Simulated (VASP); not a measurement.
A run of VASP 6.6.1:

Contents of INCAR:

```
SYSTEM = ZnS
PREC     = Accurate       ! precision mode
ENCUT    = 520            ! plane-wave cutoff, eV
EDIFF    = 1E-6           ! SCF threshold, eV
ISMEAR   = 0              ! smearing method
SIGMA    = 0.1            ! smearing width, eV
LREAL    = .FALSE.        ! projectors in reciprocal space
LASPH    = .TRUE.         ! aspherical terms in the spheres
NELM     = 100            ! most SCF steps
ALGO     = Normal         ! electronic algorithm
ISIF     = 2              ! what is computed and relaxed
LWAVE    = .FALSE.        ! write WAVECAR
LCHARG   = .TRUE.         ! write CHGCAR
GGA      = PE             ! functional
LELF     = .TRUE.         ! ELF
LVHAR    = .TRUE.       
NBANDS   = 26             ! bands
```

KPOINTS

```
regular mesh
0
G
  6 6 4
  0 0 0
```

POSCAR

```
ZnS
1.0
    3.8441030014      0.0000000000      0.0000000000
   -1.9220515007      3.3290908540      0.0000000000
    0.0000000000      0.0000000000      6.3022531300
Zn S
2 2
Direct
    0.6666666667      0.3333333333      0.5030342528
    0.3333333333      0.6666666667      0.0030342528
    0.6666666667      0.3333333333      0.8772757472
    0.3333333333      0.6666666667      0.3772757472
```

Potentials or basis: VASP PAW PBE potentials, release 64 (Zn, S).

Run with:

```console
$ cat potpaw_PBE.64/Zn/POTCAR potpaw_PBE.64/S/POTCAR > POTCAR
$ mpirun -np 1 vasp_std > vasp.out
```

Hardware: 1 thread of Intel(R) Xeon(R) Platinum 8559C (Emerald Rapids), on a shared host.

Question: How long does it take, and how much memory?

Answer: Run time: 28 s on 1 thread of Intel(R) Xeon(R) Platinum 8559C (Emerald Rapids) (shared host), peak memory 0.2 GiB. Counts: scf iterations 14, k points 21.
